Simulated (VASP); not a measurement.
# CdSe (F-43m) in VASP: further runs, part 2 of 2

VASP 6.6.1. Earlier steps stand in the parts before.

### 3 Single point, PBE

This run uses another cell than the first one, of 31.29 Å³/atom, 1.095 times its volume.

The input, INCAR:

```
PREC     = Accurate       # precision mode
ENCUT    = 520            # plane-wave cutoff, eV
EDIFF    = 1E-6           # SCF threshold, eV
ISMEAR   = -1             # smearing method
SIGMA    = 0.1            # smearing width, eV
LREAL    = F              # projectors in reciprocal space
LASPH    = T              # aspherical terms in the spheres
NELM     = 60             # most SCF steps
ALGO     = Normal         # electronic algorithm
ISIF     = 2              # what is computed and relaxed
LWAVE    = F              # write WAVECAR
LCHARG   = F              # write CHGCAR
GGA      = PE             # functional
NBANDS   = 16             # bands
```

The input, KPOINTS:

```
regular mesh
0
Gamma
  6 6 6
```

The input, POSCAR:

```
CdSe
1.0
    0.0000000000      3.1510563045      3.1510563045
    3.1510563045      0.0000000000      3.1510563045
    3.1510563045      3.1510563045      0.0000000000
Cd Se
1 1
Direct
    0.0000000000      0.0000000000      0.0000000000
    0.7500000000      0.7500000000      0.7500000000
```

Potentials or basis: VASP PAW PBE potentials, release 64 (Cd, Se).

Command:

```console
cat potpaw_PBE.64/Cd/POTCAR potpaw_PBE.64/Se/POTCAR > POTCAR
mpirun -np 1 vasp_std > vasp.out
```

OUTCAR:

```text
PREC = Accurate
   ENCUT = 520
   EDIFF = 1E-6
   ISMEAR = -1
   LREAL = F
   LASPH = T
   NELM = 60
   ISIF = 2
   GGA = PE

 ion  position               nearest neighbor table
   1  0.000  0.000  0.000-   2 2.73   2 2.73   2 2.73   2 2.73
   2  0.750  0.750  0.750-   1 2.73   1 2.73   1 2.73   1 2.73

  LATTYP: Found a face centered cubic cell.
 ALAT       =     6.3021126090

  Lattice vectors:

 A1 = (   0.0000000000,   3.1510563045,   3.1510563045)
 A2 = (   3.1510563045,   0.0000000000,   3.1510563045)
 A3 = (   3.1510563045,   3.1510563045,   0.0000000000)

Analysis of symmetry for initial positions (statically):
=====================================================================
 Subroutine PRICEL returns:
 Original cell was already a primitive cell.

 Routine SETGRP: Setting up the symmetry group for a
 face centered cubic supercell.

 Subroutine GETGRP returns: Found 24 space group operations
 (whereof 24 operations were pure point group operations)
 out of a pool of 48 trial point group operations.

The static configuration has the point symmetry T_d .
[... 148 lines left out ...]
  free energy    TOTEN  =        -5.48001053 eV

  energy without entropy =       -5.47785778  energy(sigma->0) =       -5.47893416

 E-fermi :   0.4644     XC(G=0):  -8.4101

 val. band max:        0.1552436678   @ k =   0.0000   0.0000   0.0000
 cond. band min:       0.5417588014   @ k =   0.0000   0.0000   0.0000
 fundamental gap:      0.3865151337
 Fermi energy:         0.4643610105

 k-point     1 :       0.0000    0.0000    0.0000
  band No.  band energies     occupation
      1     -11.8986      2.00000
      2      -7.4818      2.00000
      3      -7.4818      2.00000
      4      -7.4818      2.00000
      5      -7.2105      2.00000
      6      -7.2105      2.00000
[... 281 lines left out ...]
      3      -7.3334      2.00000
      4      -7.2543      2.00000
      5      -7.1892      2.00000
      6      -6.8723      2.00000
[... 8 lines left out ...]
     15      12.5655      0.00000
     16      12.6689      0.00000

------------------------ aborting loop because EDIFF is reached ----------------------------------------

  FORCE on cell =-STRESS in cart. coord.  units (eV):
  Direction    XX          YY          ZZ          XY          YZ          ZX
  --------------------------------------------------------------------------------------
  -------------------------------------------------------------------------------------
  Total       -0.7041128     -0.7041128     -0.7041128      0.0000000     -0.0000000      0.0000000
  in kB      -18.0282823    -18.0282823    -18.0282823      0.0000000     -0.0000000      0.0000000
  external PRESSURE =     -18.0282823 kB  Pullay stress =       0.0000000 kB

 VOLUME and BASIS-vectors are now :
 -----------------------------------------------------------------------------
  energy-cutoff  :      520.00
  volume of cell :       62.57
      direct lattice vectors                 reciprocal lattice vectors
     0.000000000  3.151056304  3.151056304    -0.158676949  0.158676949  0.158676949
     3.151056304  0.000000000  3.151056304     0.158676949 -0.158676949  0.158676949
     3.151056304  3.151056304  0.000000000     0.158676949  0.158676949 -0.158676949

 POSITION                                       TOTAL-FORCE (eV/Angst)
 -----------------------------------------------------------------------------------
      0.00000      0.00000      0.00000        -0.000000     -0.000000     -0.000000
      4.72658      4.72658      4.72658         0.000000      0.000000      0.000000
 -----------------------------------------------------------------------------------
    total drift:                                0.000000      0.000000      0.000000

  FREE ENERGIE OF THE ION-ELECTRON SYSTEM (eV)
  ---------------------------------------------------
  free  energy   TOTEN  =        -5.4800105322 eV

  energy  without entropy=       -5.4778577835  energy(sigma->0) =       -5.47893416
```

Run time: 7 s. Hardware: 1 thread of Intel Xeon 6975P-C (Granite Rapids), shared host; peak memory 0.21 GiB.

What came out:

* Free energy: -5.4800 eV
* Pressure: -1.8 GPa
* Band gap on the k mesh: 0.39 eV, direct

Levels at points of the mesh, in eV from the valence-band top:
```csv
k point,band 7,band 8,band 9,band 10,band 11,band 12
"(0.00, 0.00, 0.00)",0.00,0.00,0.00,0.39,5.91,5.91
"(0.50, 0.00, 0.00)",-3.81,-0.61,-0.61,2.24,6.40,6.40
"(0.50, 0.50, 0.00)",-3.62,-1.52,-1.52,3.32,3.61,8.64
```
